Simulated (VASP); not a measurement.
Write the native input for VASP 6.6.1 that does the following.

- Task: single point
- Functional: PBE
- Potentials or basis: VASP PAW PBE potentials, release 64 (Cu)
- Cutoff: 520 eV
- k mesh: 18 × 18 × 18
- Occupations: fermi-dirac, width 0.0612256 eV
- Spin: no spin polarisation
- Dipole correction: no
- Further INCAR settings: ALGO = Normal; EDIFF = 1e-06; NBANDS = 18

The structure of Cu lies in POSCAR:

```
Cu
1.0
    0.0000000000      2.7292373097      2.7292373097
    2.7292373097      0.0000000000      2.7292373097
    2.7292373097      2.7292373097      0.0000000000
Cu
2
Direct
    0.0000000000      0.0000000000      0.0000000000
    0.2500000000      0.2500000000      0.2500000000
```

This isn't the form of Cu at room conditions, which is fcc.

One way to write it, as run:

INCAR

```
ALGO = Normal
EDIFF = 1E-6
ENCUT = 520
GGA = PE
ISIF = 2
ISMEAR = -1
LASPH = True
LCHARG = False
LREAL = False
LWAVE = False
NBANDS = 18
NELM = 80
PREC = Accurate
SIGMA = 0.06122561905347299
```

KPOINTS

```
k-points
0
Gamma
  18 18 18
```

Potentials or basis: VASP PAW PBE potentials, release 64 (Cu).

Run with:

```bash
$ cat potpaw_PBE.64/Cu/POTCAR > POTCAR
$ mpirun -np 1 vasp_std > vasp.out
```

Results of the run:

```yaml
Pressure: -2.8 GPa
Band_gap_on_the_k_mesh: zero (bands 11 and 12 overlap by 0.93 eV)
```

Wall time 3.4 min on 1 thread of Intel Xeon 8259CL (shared host), peak memory 0.25 GiB.
